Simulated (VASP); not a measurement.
C, 12 atoms in the cell. The cell holds a slab with vacuum, 12 atoms: a = 2.459 Å, b = 3.868 Å, c = 26.142 Å, α = 90.00°, β = 90.00°, γ = 108.53°. 

```yaml
Program: VASP 6.6.1
Task: single point
Functional: PBEsol
Potentials_or_basis: VASP PAW PBE potentials, release 64 (C)
Cutoff: 520 eV
k_mesh: 15 × 10 × 1
Occupations: gaussian, width 0.05 eV
Spin: no spin polarisation
Dipole_correction: yes
Further_INCAR_settings: ALGO = Normal; EDIFF = 1e-07; NBANDS = 36; ISYM = 0
```

Potentials or basis: VASP PAW PBE potentials, release 64 (C).

Command:

```bash
$ cat potpaw_PBE.64/C/POTCAR > POTCAR
$ mpirun -np 1 vasp_std > vasp.out
```

Hardware: 1 thread of Intel Xeon 8259CL, with other jobs on the host.

Q: Estimate the wall time of this run.

A: It took 30 min on 1 thread of Intel Xeon 8259CL (shared host), peak memory 0.59 GiB. Counts: scf iterations 26, k points 76.
